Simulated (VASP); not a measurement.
The system is NiO.

```
Ni O
1.0
     0.00000    2.28355    2.28355
     2.28355    0.00000    2.28355
     2.28355    2.28355    0.00000
Ni O
1 1
Direct
  0.00000 0.00000 0.00000
  0.25000 0.25000 0.25000
```

| Quantity | Value |
| --- | --- |
| Program | VASP 6.6.1 |
| Task | relaxation of cell and atoms |
| Functional | HF |
| Potentials or basis | VASP PAW PBE potentials, release 64 (Ni, O) |
| Cutoff | 600 eV |
| k mesh | 5 × 5 × 5 |
| Occupations | fermi-dirac, width 0.05 eV |
| Spin | collinear spin, ferromagnetic start |
| Starting moments | [1.0, 0.0] μB |

At the start: pressure -13.7 GPa; volume 11.91 Å³/atom.

Problem. How do energy, volume and symmetry change on relaxing?

Solution. Over 4 steps the energy falls by 39.5 meV/atom and the volume is 11.04 Å³/atom (-7.3 %); space group F-43m (No. 216, to 0.1 Å) before and after; moment 2.00 μB per cell.

Step by step:
```tsv
step	energy change (eV)	largest force (eV/Å)	pressure (GPa)	volume (Å³)
1	0.0000	0.0000	-13.65	23.82
2	0.0075	0.0000	18.50	20.49
3	-0.0789	0.0000	-0.17	22.10
4	-0.0789	0.0000	0.08	22.07
```

Final structure:
```xyz
2
Lattice="0.0000 2.2263 2.2263 2.2263 0.0000 2.2263 2.2263 2.2263 0.0000" Properties=species:S:1:pos:R:3 pbc="T T T"
Ni    4.4527    4.4527    4.4527
O     1.1132    1.1132    1.1132
```

Caveat: the k points lie up to 0.49 Å⁻¹ apart in the final cell; the PAW data sets were made with another functional, which shifts forces and pressure a little; a cell with one magnetic atom can't hold antiferromagnetic order, which such compounds often take.
